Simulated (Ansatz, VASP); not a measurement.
One calculation of HgTe, two programs

```xyz
2
Lattice="0.0000 2.8820 2.8820 2.8820 0.0000 2.8820 2.8820 2.8820 0.0000" Properties=species:S:1:pos:R:3 pbc="T T T"
Hg    0.0000    0.0000    0.0000
Te    2.8820    2.8820    2.8820
```

Change from the starting cell: volume scaled by 0.96.

Alike in both runs: task single point; functional PBEsol; k mesh 12 × 12 × 12; occupations fermi-dirac, width 0.08 eV; no spin polarisation.

|  | VASP | Ansatz |
| --- | --- | --- |
| version | VASP 6.6.1 | Ansatz 0.2.0 |
| potentials or method | VASP PAW PBE potentials, release 64 (Hg, Te), cutoff 520 eV | all-electron LAPW, scalar-relativistic |

```tsv
	VASP	Ansatz	Ansatz less VASP
pressure (GPa)	10.5	10.1	-0.38
```

VASP's potentials were made for PBE, not for PBEsol. Ansatz ran all-electron here, and VASP with PAW potentials.

Spin-orbit coupling is off throughout.
